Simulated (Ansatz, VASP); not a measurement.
One calculation of Ge, two programs

```
Ge
1.0
     0.00000    2.81077    2.81077
     2.81077    0.00000    2.81077
     2.81077    2.81077    0.00000
Ge
2
Direct
  0.00000 0.00000 0.00000
  0.25000 0.25000 0.25000
```

Alike in both runs: functional LDA; k mesh 12 × 12 × 12; occupations gaussian, width 0.1 eV; no spin polarisation.

Ansatz relaxed the structure, and its values are those at the end. VASP's run is a single point on that final structure, the one shown.

|  | VASP | Ansatz |
| --- | --- | --- |
| version | VASP 6.6.1 | Ansatz 0.2.0 |
| potentials or method | VASP PAW LDA potentials, release 64 (Ge_d), cutoff 500 eV | scalar-relativistic, plane waves, PAW |
| valence electrons in the cell | 28 | 28 |

Ansatz gave:

- pressure (GPa): 0.0

Which values does VASP return?

Pressure (GPa): 0.2.

Ansatz warns that its potentials were made for another functional, while VASP's fit it. LDA's correlation is that of Perdew and Zunger in VASP and of Perdew and Wang (1992) in Ansatz.
